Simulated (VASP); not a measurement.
A run of VASP 6.6.1:

INCAR

```
PREC = Accurate ; ENCUT = 520
EDIFF = 1E-6 ; ISMEAR = 1
SIGMA = 0.1 ; LREAL = F
LASPH = T ; NELM = 120
ALGO = Normal ; ISIF = 2
LWAVE = F ; LCHARG = F
GGA = CA ; NBANDS = 22
GGA_COMPAT = F
```

The input KPOINTS:

```
Automatic mesh
0
Gamma
  8 8 5
```

POSCAR

```
Ta2N
1.0
    3.1128615060      0.0000000000      0.0000000000
   -1.5564307530      2.6958171426      0.0000000000
    0.0000000000      0.0000000000      4.8698410000
Ta N
2 1
Direct
    0.3566655984      0.6742237711      0.2522690166
    0.6432762316      0.3258685413      0.7468420427
    0.0007546524     -0.0011911045      0.0114837425
```

Potentials or basis: VASP PAW LDA potentials, release 64 (Ta_sv_GW, N).

Run with:

```sh
$ cat potpaw_LDA.64/Ta_sv_GW/POTCAR potpaw_LDA.64/N/POTCAR > POTCAR
$ mpirun -np 1 vasp_std > vasp.out
```

Hardware: 1 thread of Intel(R) Xeon(R) Platinum 8488C (Sapphire Rapids), on a shared host.

How long does it take, and how much memory?

Run time: 83 s on 1 thread of Intel(R) Xeon(R) Platinum 8488C (Sapphire Rapids) (shared host), peak memory 0.25 GiB. Counts: scf iterations 16, k points 162.
